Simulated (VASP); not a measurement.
# CuO (Cc) in VASP: further runs, part 2 of 2

VASP 6.6.1.

## (4) Single point, LDA+U, collinear spin

Contents of INCAR:

```
SYSTEM = CuO
  PREC = Accurate
  ENCUT = 820
  EDIFF = 1E-6
  ISMEAR = 0
  SIGMA = 0.05
  LREAL = .False.
  LASPH = .True.
  NELM = 200
  ALGO = Normal
  ISIF = 2
  LWAVE = .False.
  LCHARG = .True.
  ISPIN = 2
  MAGMOM = 1 1 0 0
  LORBIT = 11
  LMAXMIX = 4
  LDAU = .True.
  LDAUTYPE = 2
  LDAUL = 2 -1
  LDAUU = 8 0
  LDAUJ = 0 0
  LDAUPRINT = 1
  LELF = .True.
  LVHAR = .True.
  NBANDS = 37
  GGA_COMPAT = .False.
```

Contents of KPOINTS:

```
Automatic mesh
0
Gamma
  7 7 4
  0 0 0
```

Contents of POSCAR:

```
CuO
1.0
    2.3446497600     -1.7133998200      0.0000000000
    2.3446497600      1.7133998200      0.0000000000
   -0.8605499100      0.0000000000      5.0594394800
Cu O
2 2
Direct
    0.0032000000      0.4968000000      0.0000000000
    0.4968000000      0.0032000000      0.5000000000
    0.5714000000      0.4056000000      0.2537000000
    0.4056000000      0.5714000000      0.7537000000
```

Potentials or basis: VASP PAW LDA potentials, release 64 (Cu_sv_GW, O).

Command:

```console
cat potpaw_LDA.64/Cu_sv_GW/POTCAR potpaw_LDA.64/O/POTCAR > POTCAR
mpirun -np 1 vasp_std > vasp.out
```

OUTCAR:

```text
SYSTEM = CuO
   PREC = Accurate
   ENCUT = 820
   EDIFF = 1E-6
   ISMEAR = 0
   LREAL = .False.
   LASPH = .True.
   NELM = 200
   ISIF = 2
   ISPIN = 2
   LORBIT = 11

 ion  position               nearest neighbor table
   1  0.003  0.497  0.000-   4 1.91   3 1.93   4 1.98   3 2.02
   2  0.497  0.003  0.500-   3 1.91   4 1.93   3 1.98   4 2.02
   3  0.571  0.406  0.254-   2 1.91   1 1.93   2 1.98   1 2.02
   4  0.406  0.571  0.754-   1 1.91   2 1.93   1 1.98   2 2.02

  LATTYP: Found a base centered monoclinic cell.
 ALAT       =     4.6892995200
 B/A-ratio  =     0.7307700490
 C/A-ratio  =     1.0944283419
 COS(beta)  =    -0.1676798045

  Lattice vectors:

[... 2200 lines left out ...]
     37      25.0876      0.00000

 [... further k-points ...]

------------------------ aborting loop because EDIFF is reached ----------------------------------------

  FORCE on cell =-STRESS in cart. coord.  units (eV):
  Direction    XX          YY          ZZ          XY          YZ          ZX
  --------------------------------------------------------------------------------------
  -------------------------------------------------------------------------------------
  Total       -2.4523351     -1.9705499     -2.4534715      0.0000000      0.0000000      0.2464748
  in kB      -96.6543252    -77.6656413    -96.6991145      0.0000000      0.0000000      9.7143543
  external PRESSURE =     -90.3396937 kB  Pullay stress =       0.0000000 kB

 VOLUME and BASIS-vectors are now :
 -----------------------------------------------------------------------------
  energy-cutoff  :      820.00
  volume of cell :       40.65
      direct lattice vectors                 reciprocal lattice vectors
     2.344649760 -1.713399820  0.000000000     0.213251467 -0.291817470  0.036271514
     2.344649760  1.713399820  0.000000000     0.213251467  0.291817470  0.036271514
    -0.860549910  0.000000000  5.059439480     0.000000000  0.000000000  0.197650353

 POSITION                                       TOTAL-FORCE (eV/Angst)
 -----------------------------------------------------------------------------------
      1.17232      0.84573      0.00000        -0.655860      0.280224      0.275048
      0.74205     -0.84573      2.52972        -0.655860     -0.280224      0.275048
      2.07240     -0.28408      1.28358         0.655860      0.120616     -0.275048
      1.64213      0.28408      3.81330         0.655860     -0.120616     -0.275048
 -----------------------------------------------------------------------------------
    total drift:                               -0.001509      0.000000      0.000550

  FREE ENERGIE OF THE ION-ELECTRON SYSTEM (eV)
  ---------------------------------------------------
  free  energy   TOTEN  =       -17.5253690724 eV

  energy  without entropy=      -17.5253690724  energy(sigma->0) =      -17.52536907

 total charge

# of ion       s       p       d       f       tot
--------------------------------------------------
    1        2.245   6.381   8.868   0.013  17.508
    2        2.245   6.381   8.868   0.013  17.508
    3        1.537   3.447   0.000   0.000   4.984
    4        1.537   3.447   0.000   0.000   4.984
--------------------------------------------------
tot          7.565  19.656  17.736   0.026  44.983

 magnetization (x)

# of ion       s       p       d       f       tot
--------------------------------------------------
    1        0.001   0.006   0.752   0.001   0.759
    2        0.001   0.006   0.752   0.001   0.759
    3        0.019   0.203   0.000   0.000   0.221
    4        0.019   0.203   0.000   0.000   0.221
--------------------------------------------------
tot          0.038   0.417   1.504   0.001   1.960
```

OSZICAR:

```text
N       E                     dE             d eps       ncg     rms          rms(c)
DAV:   1     0.106577163494E+04    0.10658E+04   -0.39774E+04 14266   0.555E+03
DAV:   2     0.882824941413E+02   -0.97749E+03   -0.92733E+03 15511   0.133E+03
DAV:   3    -0.141305232396E+02   -0.10241E+03   -0.10016E+03 16942   0.473E+02
[... 10 lines left out ...]
DAV:  14    -0.175253479187E+02   -0.86753E-05   -0.48640E-05 16376   0.412E-01    0.119E-02
DAV:  15    -0.175253590416E+02   -0.11123E-04   -0.65411E-07  6259   0.209E-01    0.971E-03
DAV:  16    -0.175253645620E+02   -0.55204E-05   -0.40434E-06 10241   0.185E-01    0.473E-03
DAV:  17    -0.175253678526E+02   -0.32907E-05   -0.76716E-06 10197   0.136E-01    0.313E-03
DAV:  18    -0.175253688863E+02   -0.10336E-05   -0.68385E-06  8086   0.540E-02    0.185E-03
DAV:  19    -0.175253690724E+02   -0.18610E-06   -0.17192E-07  6178   0.313E-02
   1 F= -.17525369E+02 E0= -.17525369E+02  d E =-.233243E-18  mag=     2.0000
```

Run time: 7.8 min. Hardware: 1 thread of AMD EPYC 7R13 (Zen 3), shared host; peak memory 0.34 GiB.

What came out:

```yaml
Free_energy: -17.5254 eV
Pressure: -9.0 GPa
Largest_force: 0.764 eV/Å
Band_gap_on_the_k_mesh: 1.36 eV (least direct gap 1.43 eV)
Net_moment: 2.00 μB per cell
Site_moments: Cu +0.76; O +0.22 μB
Valence_electrons_inside_the_program's_atomic_spheres: Cu 17.51; O 4.98
```

Forces in eV/Å, atoms in the order of the input:
```
Cu  -0.656  0.280  0.275
Cu  -0.656 -0.280  0.275
O    0.656  0.121 -0.275
O    0.656 -0.121 -0.275
```

Stress tensor (GPa, compression positive):
```
-9.67  0.00  0.97
 0.00 -7.77  0.00
 0.97  0.00 -9.67
```

Levels at points of the mesh, in eV from the valence-band top:
Spin up:
| k point | band 24 | band 25 | band 26 | band 27 | band 28 | band 29 |
| --- | --- | --- | --- | --- | --- | --- |
| (0.00, 0.00, 0.00) | -1.88 | -0.58 | -0.11 | 1.69 | 6.39 | 8.30 |
| (0.00, 0.00, 0.50) | -1.83 | -0.69 | -0.69 | 4.07 | 4.07 | 11.80 |
Spin down:
```csv
k point,band 22,band 23,band 24,band 25,band 26,band 27
"(0.00, 0.00, 0.00)",-1.97,-1.91,-1.43,1.89,2.29,3.08
"(0.00, 0.00, 0.50)",-3.24,-1.42,-1.42,2.54,2.54,4.33
```

Eigenvalues of the final occupation matrices:
```csv
site,spin,trace,eigenvalues
site 1 d,1,4.82,0.95 0.96 0.96 0.96 1.00
site 1 d,2,4.07,0.27 0.94 0.95 0.95 0.96
site 2 d,1,4.82,0.95 0.96 0.96 0.96 1.00
site 2 d,2,4.07,0.27 0.94 0.95 0.95 0.96
```

Caveat: the cell stands under tension. A k mesh can miss the band edges.

## (5) Summary

```csv
spin,fixed moment (μB),gap on the mesh (eV),pressure (GPa),moment (μB),largest force (eV/Å)
"collinear, ferromagnetic start",1.8,-,-9.1,1.80,0.76
"collinear, ferromagnetic start",-,1.36,-9.0,2.00,0.76
collinear,-,1.36,-9.0,2.00,0.76
```

Alike in all rows: task single point; level LDA+U; potentials or basis VASP PAW LDA potentials, release 64 (Cu_sv_GW, O); Cu d U = 8.0 eV; cell as given; k mesh 7 × 7 × 4; cutoff (eV) 820; smearing gaussian 0.05 eV.

Caveats: the cell stands under tension; the total moment is fixed, so each spin has its own Fermi level and the state may be an excited one (at least some runs).

Absolute energies hang on the potentials; compare differences alone.
